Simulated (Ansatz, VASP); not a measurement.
Two plane-wave programs on F

```
CELL_PARAMETERS angstrom
0.00000 2.43708 2.43708
2.43708 0.00000 2.43708
2.43708 2.43708 0.00000
ATOMIC_POSITIONS crystal
F 0.00000 0.00000 0.00000
F 0.25000 0.25000 0.25000
```

Alike in both runs: task electric field gradients; functional PBE; k mesh 16 × 16 × 16; occupations fermi-dirac, width 0.05 eV; no spin polarisation.

|  | VASP | Ansatz |
| --- | --- | --- |
| version | VASP 6.6.1 | Ansatz 0.2.0 |
| potentials or method | VASP PAW PBE potentials, release 64 (F) | PAW with Ansatz's default frozen-core files, scalar-relativistic |
| plane-wave cutoff (eV) | 520 | 420 |
| valence electrons in the cell | 14 | 14 |

VASP gave:

| Item | Value |
| --- | --- |
| pressure (GPa) | -0.6 |

**Question.** What did Ansatz give for the same quantities?

**Answer.** Pressure (GPa): 0.0.

With one functional, cell and mesh, what is left measures potentials, basis and numerics.
